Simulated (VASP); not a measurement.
Crystal: Nb.

```
Nb
1.0
    -1.65556    1.65556    1.65556
     1.65556   -1.65556    1.65556
     1.65556    1.65556   -1.65556
Nb
1
Cartesian
  0.0000 0.0000 0.0000
```

```yaml
Program: VASP 6.6.1
Task: relaxation of cell and atoms
Functional: LDA
Potentials_or_basis: VASP PAW LDA potentials, release 64 (Nb_sv)
Cutoff: 500 eV
k_mesh: 18 × 18 × 18
Occupations: gaussian, width 0.1 eV
Spin: no spin polarisation
```

At the start: pressure -10.0 GPa; volume 18.15 Å³/atom.

Q: How do energy, volume and symmetry change on relaxing?

A: Over 4 steps the energy falls by 33.9 meV/atom and the volume is 17.12 Å³/atom (-5.7 %); space group Im-3m (No. 229, to 0.1 Å) before and after.

The path:
| step | energy change (eV) | largest force (eV/Å) | pressure (GPa) | volume (Å³) |
| --- | --- | --- | --- | --- |
| 1 | 0.0000 | 0.0000 | -10.05 | 18.15 |
| 2 | 0.0964 | 0.0000 | 25.38 | 15.32 |
| 3 | -0.0338 | 0.0000 | -0.37 | 17.15 |
| 4 | -0.0339 | 0.0000 | -0.03 | 17.12 |

Final structure:
```
Nb
1.0
    -1.62350    1.62350    1.62350
     1.62350   -1.62350    1.62350
     1.62350    1.62350   -1.62350
Nb
1
Direct
  0.00000 0.00000 0.00000
```
